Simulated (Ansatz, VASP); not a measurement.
# YAuS2 in VASP and in Ansatz

```
Y S Au
1.0
     4.75200    0.00000    0.00000
     0.00000    4.75200    0.00000
     0.00000    0.00000    3.39603
Y S Au
1 2 1
Direct
  0.50000 0.50000 0.50000
  0.50000 0.00000 0.00000
  0.00000 0.50000 0.00000
  0.00000 0.00000 0.00000
```

Alike in both runs: task single point; functional PBE; k mesh 4 × 4 × 6; occupations gaussian, width 0.1 eV; no spin polarisation.

|  | VASP | Ansatz |
| --- | --- | --- |
| version | VASP 6.6.1 | Ansatz 0.2.0 |
| potentials or method | VASP PAW PBE potentials, release 64 (Y_sv, S, Au), cutoff 520 eV | scalar-relativistic, plane waves, PAW |
| valence electrons in the cell | 34 | 42 |

```tsv
	VASP	Ansatz	Ansatz less VASP
gap on the k mesh at the Fermi level (eV)	none	none	-
pressure (GPa)	9.0	9.2	+0.17
traceless stress, the component that is largest in VASP (GPa)	-2.72	-2.79	-0.071
```

A gap of «none» marks a metal or a gap that the smearing closes. With one functional, cell and mesh, what is left measures potentials, basis and numerics. VASP's potentials hold 34 valence electrons a cell and Ansatz's 42, so a difference there can come from the potentials and not from the codes.

Neither program's run includes spin-orbit coupling.
